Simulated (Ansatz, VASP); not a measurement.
**FeO in VASP and in Ansatz**

File INCAR:

```
SYSTEM = FeO
PREC = Accurate
ENCUT = 520
EDIFF = 1E-7
ISMEAR = 0
SIGMA = 0.05
LREAL = .False.
LASPH = .True.
NELM = 150
ALGO = Normal
ISIF = 2
LWAVE = .False.
LCHARG = .False.
ISPIN = 2
MAGMOM = 3.81 0.25
LORBIT = 11
LMAXMIX = 4
LDAU = .True.
LDAUTYPE = 1
LDAUL = 2 -1
LDAUU = 5 0
LDAUJ = 0.9 0
LDAUPRINT = 1
GGA = CA
NBANDS = 18
```

Contents of KPOINTS:

```
Automatic mesh
0
Gamma
  8 8 8
  0 0 0
```

POSCAR

```
FeO
1.0
    0.0000000000      2.1554001600      2.1554001600
    2.1554001600      0.0000000000      2.1554001600
    2.1554001600      2.1554001600      0.0000000000
Fe O
1 1
Direct
    0.0000000000      0.0000000000      0.0000000000
    0.5000000000      0.5000000000      0.5000000000
```

Input for Ansatz:

```yaml
crystal:
  lattice:
    - [0.0, 2.15540016, 2.15540016]
    - [2.15540016, 0.0, 2.15540016]
    - [2.15540016, 2.15540016, 0.0]
  atoms:
    - { symbol: Fe, position: [0.0, 0.0, 0.0], spin: 3.0 }
    - { symbol: O, position: [0.5, 0.5, 0.5] }
basis:
  ecutwfc: 420
  ecutrho_ratio: 4
kpoints:
  mp_grid: { grid: [8, 8, 8] }
hamiltonian:
  xc: lda
  hubbard:
    sites:
      - { site: 0, l: d, u: 5.0, j: 0.9, starting_ns: [{ spin: up, occupation_matrix: s0up }, { spin: down, occupation_matrix: s0down }] }
    occupation_matrices:
      s0up:
        matrix:
          - [0.97, 0.0, 0.0, 0.0, 0.0]
          - [0.0, 0.97, 0.0, 0.0, 0.0]
          - [0.0, 0.0, 0.97, 0.0, 0.0]
          - [0.0, 0.0, 0.0, 0.97, 0.0]
          - [0.0, 0.0, 0.0, 0.0, 0.97]
      s0down:
        matrix:
          - [0.15816, -0.02996, 0.26837, -0.16604, 0.10806]
          - [-0.02996, 0.42599, -0.28165, -0.37485, 0.01099]
          - [0.26837, -0.28165, 0.66628, -0.0927, 0.19064]
          - [-0.16604, -0.37485, -0.0927, 0.64209, -0.16527]
          - [0.10806, 0.01099, 0.19064, -0.16527, 0.10748]
    ns_hold: { iters: 12 }
scf:
  occupations: { method: gaussian, width: 0.05 }
  lower_state_search: "off"
  max_iter: 150
output:
  forces: true
  stress: true
  eigenvalues: true
  populations: true
  hubbard: { sites: [{ site: 0, l: d }] }
magnetization:
  spin_polarized: true
```

Alike in both runs: task single point; functional LDA; k mesh 8 × 8 × 8; occupations gaussian, width 0.05 eV; collinear spin; Hubbard terms Fe d U = 5.0 eV, J = 0.9 eV.

|  | VASP | Ansatz |
| --- | --- | --- |
| version | VASP 6.6.1 | Ansatz 0.2.0 |
| potentials or method | VASP PAW LDA potentials, release 64 (Fe, O), cutoff 520 eV | scalar-relativistic, plane waves, PAW |
| valence electrons in the cell | 14 | 22 |

|  | VASP | Ansatz | Ansatz less VASP |
| --- | --- | --- | --- |
| pressure (GPa) | -15.7 | -4.1 | +11.59 |
| net moment per atom (μB) | 2.00 | 2.00 | -0.002 |
| size of the moment on the site where the two differ most (μB) | 3.79 | 3.46 | -0.324 |

LDA's correlation is that of Perdew and Zunger in VASP and of Perdew and Wang (1992) in Ansatz. Site moments also hang on the region over which each program counts them. The programs project onto different local orbitals, so the same U acts differently, and such runs can settle in different states. VASP's potentials hold 14 valence electrons a cell and Ansatz's 22, so a difference there can come from the potentials and not from the codes. Ansatz's warnings: specified occupation not kept, symmetry narrowed by occupation matrices.
